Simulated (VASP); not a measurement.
# TiO (P-62m) in VASP: further runs, part 3 of 3

VASP 6.6.1.

### Step 4. Single point, PBEsol

File INCAR:

```
  ALGO = Normal
  EDIFF = 1E-6
  ENCUT = 520
  GGA = PS
  ISIF = 2
  ISMEAR = 0
  LASPH = T
  LCHARG = F
  LREAL = F
  LWAVE = F
  NBANDS = 36
  NELM = 80
  PREC = Accurate
  SIGMA = 0.02
```

File KPOINTS:

```
k-points
0
Gamma
  12 12 12
```

File POSCAR:

```
TiO
1.0
    4.9890877720      0.0000000000      0.0000000000
   -2.4945438860      4.3206767523      0.0000000000
    0.0000000000      0.0000000000      2.8733134400
Ti O
3 3
Direct
    0.6666666667      0.3333333333      0.5000000000
    0.3333333333      0.6666666667      0.5000000000
    0.0000000000      0.0000000000      0.0000000000
    0.6055592400      0.6055592400      0.0000000000
    0.3944407600      0.0000000000      0.0000000000
    0.0000000000      0.3944407600      0.0000000000
```

Started as:

```bash
$ cat potpaw_PBE.64/Ti_sv/POTCAR potpaw_PBE.64/O/POTCAR > POTCAR
$ mpirun -np 1 vasp_std > vasp.out
```

It took 2.4 min on 1 thread of Intel Xeon 6975P-C (Granite Rapids), shared host; peak memory 0.34 GiB.

Results (log left out):

```
Free energy            : -56.8469 eV
Pressure               : -5.0 GPa
Largest force          : 0.017 eV/Å
Band gap on the k mesh : zero (bands 27 and 28 overlap by 1.41 eV)
```

Forces on the atoms (eV/Å):
```
Ti   0.000  0.000  0.000
Ti   0.000  0.000  0.000
Ti   0.000  0.000  0.000
O    0.008  0.014  0.000
O   -0.017  0.000  0.000
O    0.008 -0.014  0.000
```

Stress tensor (GPa, compression positive):
```
-4.37  0.00  0.00
 0.00 -4.37  0.00
 0.00  0.00 -6.38
```

Levels at points of the mesh, in eV from the Fermi level:
| k point | band 24 | band 25 | band 26 | band 27 | band 28 | band 29 | band 30 | band 31 |
| --- | --- | --- | --- | --- | --- | --- | --- | --- |
| (0.00, 0.00, 0.00) | -5.54 | -3.43 | -0.85 | -0.85 | -0.85 | 0.27 | 0.27 | 0.75 |
| (0.50, 0.00, 0.00) | -5.25 | -2.51 | -2.09 | -1.80 | 0.33 | 0.87 | 1.08 | 1.34 |
| (0.00, 0.00, 0.50) | -5.72 | -1.98 | -1.98 | 0.57 | 0.99 | 0.99 | 1.15 | 1.15 |
| (0.50, 0.00, 0.50) | -5.39 | -2.03 | -1.45 | -0.55 | 0.47 | 0.61 | 1.55 | 1.58 |

Caveat: the cell stands under tension; the PAW data sets were made with another functional, which shifts forces and pressure a little; semilocal functionals often make such compounds metallic where correlation or magnetic order opens a gap, which also shifts bond lengths.

### Step 5. Single point, PBEsol

File INCAR:

```
ALGO = Normal
EDIFF = 1E-6
ENCUT = 520
GGA = PS
ISIF = 2
ISMEAR = 0
LASPH = T
LCHARG = F
LREAL = F
LWAVE = F
NBANDS = 36
NELM = 60
PREC = Accurate
SIGMA = 0.3
```

KPOINTS is that of step 4.

POSCAR is that of step 4.

Started as:

```bash
$ cat potpaw_PBE.64/Ti_sv/POTCAR potpaw_PBE.64/O/POTCAR > POTCAR
$ mpirun -np 1 vasp_std > vasp.out
```

Wall time 2.7 min (1 thread of Intel Xeon 6975P-C (Granite Rapids), shared host); peak memory 0.34 GiB.

The run converged. Its results:

- Free energy: -56.8666 eV
- Pressure: -4.9 GPa
- Largest force: 0.028 eV/Å
- Band gap on the k mesh: zero (bands 27 and 28 overlap by 1.41 eV)

Forces on the atoms (eV/Å):
```
Ti   0.000  0.000  0.000
Ti   0.000  0.000  0.000
Ti   0.000  0.000  0.000
O    0.014  0.025  0.000
O   -0.028  0.000  0.000
O    0.014 -0.025  0.000
```

Stress tensor (GPa, compression positive):
```
-4.38  0.00  0.00
 0.00 -4.38  0.00
 0.00  0.00 -6.05
```

Levels at points of the mesh, in eV from the Fermi level:
```tsv
k point	band 25	band 26	band 27	band 28	band 29	band 30
(0.00, 0.00, 0.00)	-3.37	-0.79	-0.78	-0.78	0.34	0.34
(0.50, 0.00, 0.00)	-2.45	-2.02	-1.73	0.40	0.94	1.15
(0.00, 0.00, 0.50)	-1.91	-1.91	0.64	1.06	1.06	1.21
(0.50, 0.00, 0.50)	-1.96	-1.38	-0.49	0.54	0.67	1.63
```

Caveat: the cell stands under tension; so wide a smearing shifts energies and pressures; the PAW data sets were made with another functional, which shifts forces and pressure a little; semilocal functionals often make such compounds metallic where correlation or magnetic order opens a gap, which also shifts bond lengths.

### Step 6. Single point, PBEsol

File INCAR:

```
PREC = Accurate
ENCUT = 520
EDIFF = 1E-7
ISMEAR = -1
SIGMA = 0.02
LREAL = F
LASPH = T
NELM = 100
ALGO = Normal
ISIF = 2
LWAVE = F
LCHARG = T
GGA = PS
LELF = T
LVHAR = T
NBANDS = 36
```

File KPOINTS:

```
regular mesh
0
Gamma
  12 12 12
```

POSCAR is that of step 5.

Potentials or basis: VASP PAW PBE potentials, release 64 (Ti_sv, O).

Started as:

```bash
$ cat potpaw_PBE.64/Ti_sv/POTCAR potpaw_PBE.64/O/POTCAR > POTCAR
$ mpirun -np 1 vasp_std > vasp.out
```

OUTCAR:

```text
PREC = Accurate
   ENCUT = 520
   EDIFF = 1E-7
   ISMEAR = -1
   LREAL = F
   LASPH = T
   NELM = 100
   ISIF = 2
   GGA = PS

 ion  position               nearest neighbor table
   1  0.667  0.333  0.500-   6 2.10   6 2.10   5 2.10   5 2.10   4 2.10   4 2.10   2 2.88   2 2.88
                             2 2.88
   2  0.333  0.667  0.500-   5 2.10   5 2.10   6 2.10   6 2.10   4 2.10   4 2.10   1 2.88   1 2.88
                             1 2.88
   3  0.000  0.000  0.000-   5 1.97   4 1.97   6 1.97
   4  0.606  0.606  0.000-   3 1.97   2 2.10   2 2.10   1 2.10   1 2.10
   5  0.394  0.000  0.000-   3 1.97   2 2.10   2 2.10   1 2.10   1 2.10
   6  0.000  0.394  0.000-   3 1.97   1 2.10   1 2.10   2 2.10   2 2.10

  LATTYP: Found a hexagonal cell.
 ALAT       =     4.9890877720
 C/A-ratio  =     0.5759196012

  Lattice vectors:

 A1 = (   4.9890877720,   0.0000000000,   0.0000000000)
 A2 = (  -2.4945438860,   4.3206767523,   0.0000000000)
 A3 = (   0.0000000000,   0.0000000000,   2.8733134400)

Analysis of symmetry for initial positions (statically):
=====================================================================
 Subroutine PRICEL returns:
 Original cell was already a primitive cell.

 Routine SETGRP: Setting up the symmetry group for a
[... 175 lines left out ...]

 E-fermi :  10.5830     XC(G=0): -12.6928

 val. band max:       10.5606067365   @ k =   0.1667   0.0833   0.4167
 cond. band min:      10.5959079009   @ k =   0.1667   0.0000   0.1667
 fundamental gap:      0.0353011644
 Fermi energy:        10.5829945385

 k-point     1 :       0.0000    0.0000    0.0000
  band No.  band energies     occupation
      1     -47.5099      2.00000
      2     -47.4284      2.00000
      3     -46.9593      2.00000
      4     -24.0764      2.00000
      5     -24.0764      2.00000
      6     -23.7795      2.00000
[... 925 lines left out ...]
     35      12.4582      0.00000
     36      12.6814      0.00000

 [... further k-points ...]
[... 5 lines left out ...]
  --------------------------------------------------------------------------------------
  -------------------------------------------------------------------------------------
  Total       -1.6890640     -1.6890640     -2.4887547      0.0000000      0.0000000      0.0000000
  in kB      -43.6918820    -43.6918820    -64.3778915      0.0000000      0.0000000      0.0000000
  external PRESSURE =     -50.5872185 kB  Pullay stress =       0.0000000 kB

 VOLUME and BASIS-vectors are now :
 -----------------------------------------------------------------------------
  energy-cutoff  :      520.00
  volume of cell :       61.94
      direct lattice vectors                 reciprocal lattice vectors
     4.989087772  0.000000000  0.000000000     0.200437444  0.115722612  0.000000000
    -2.494543886  4.320676752  0.000000000     0.000000000  0.231445224  0.000000000
     0.000000000  0.000000000  2.873313440     0.000000000  0.000000000  0.348030252

 POSITION                                       TOTAL-FORCE (eV/Angst)
 -----------------------------------------------------------------------------------
      2.49454      1.44023      1.43666         0.000000      0.000000      0.000000
     -0.00000      2.88045      1.43666        -0.000000      0.000000      0.000000
      0.00000      0.00000      0.00000         0.000000      0.000000      0.000000
      1.51059      2.61643      0.00000         0.008741      0.015140      0.000000
      1.96790      0.00000      0.00000        -0.017482      0.000000      0.000000
     -0.98395      1.70425      0.00000         0.008741     -0.015140      0.000000
 -----------------------------------------------------------------------------------
    total drift:                               -0.000001     -0.000002      0.000001

  FREE ENERGIE OF THE ION-ELECTRON SYSTEM (eV)
  ---------------------------------------------------
  free  energy   TOTEN  =       -56.8473509194 eV

  energy  without entropy=      -56.8463763457  energy(sigma->0) =      -56.84686363
```

stdout:

```text
POSCAR found type information on POSCAR TiO
 POSCAR found :  2 types and       6 ions
 scaLAPACK will be used
 -----------------------------------------------------------------------------
|                                                                             |
|                                                                             |
|     You enforced a specific xc type in the INCAR file but a different       |
|     I HOPE YOU KNOW WHAT YOU ARE DOING!                                     |
|                                                                             |
 -----------------------------------------------------------------------------

 LDA part: xc-table for (Slater+PW92), standard interpolation
 POSCAR, INCAR and KPOINTS ok, starting setup
 FFT: planning ... GRIDC
 FFT: planning ... GRID_SOFT
 FFT: planning ... GRID
 WAVECAR not read
 entering main loop
```

It took 3 min on 1 thread of Intel Xeon 6975P-C (Granite Rapids), shared host; peak memory 0.34 GiB.

What came out:

| Item | Value |
| --- | --- |
| Free energy | -56.8474 eV |
| Pressure | -5.1 GPa |
| Largest force | 0.017 eV/Å |
| Band gap on the k mesh | zero (bands 27 and 28 overlap by 1.41 eV) |

Forces in eV/Å, atoms in the order of the input:
```
Ti   0.000  0.000  0.000
Ti   0.000  0.000  0.000
Ti   0.000  0.000  0.000
O    0.009  0.015  0.000
O   -0.017  0.000  0.000
O    0.009 -0.015  0.000
```

Caveat: the cell stands under tension; the PAW data sets were made with another functional, which shifts forces and pressure a little; semilocal functionals often make such compounds metallic where correlation or magnetic order opens a gap, which also shifts bond lengths.

### Step 7. Summary

| smearing | gap on the mesh (eV) | pressure (GPa) | largest force (eV/Å) |
| --- | --- | --- | --- |
| gaussian 0.1 eV | none | -5.1 | 0.02 |
| gaussian 0.01 eV | none | -5.1 | 0.02 |
| gaussian 0.02 eV | none | -5.0 | 0.02 |
| gaussian 0.3 eV | none | -4.9 | 0.03 |
| fermi-dirac 0.02 eV | none | -5.1 | 0.02 |

Alike in all rows: task single point; level PBEsol; potentials or basis VASP PAW PBE potentials, release 64 (Ti_sv, O); no spin polarisation; cell as given; k mesh 12 × 12 × 12; cutoff (eV) 520.

Caveats: the cell stands under tension; the PAW data sets were made with another functional, which shifts forces and pressure a little; semilocal functionals often make such compounds metallic where correlation or magnetic order opens a gap, which also shifts bond lengths; so wide a smearing shifts energies and pressures (at least some runs).

Total energies depend on the potentials used, so only differences within one code and one set of settings carry meaning.

The gap in the log of VASP goes by the Fermi energy; the results here count the filled bands.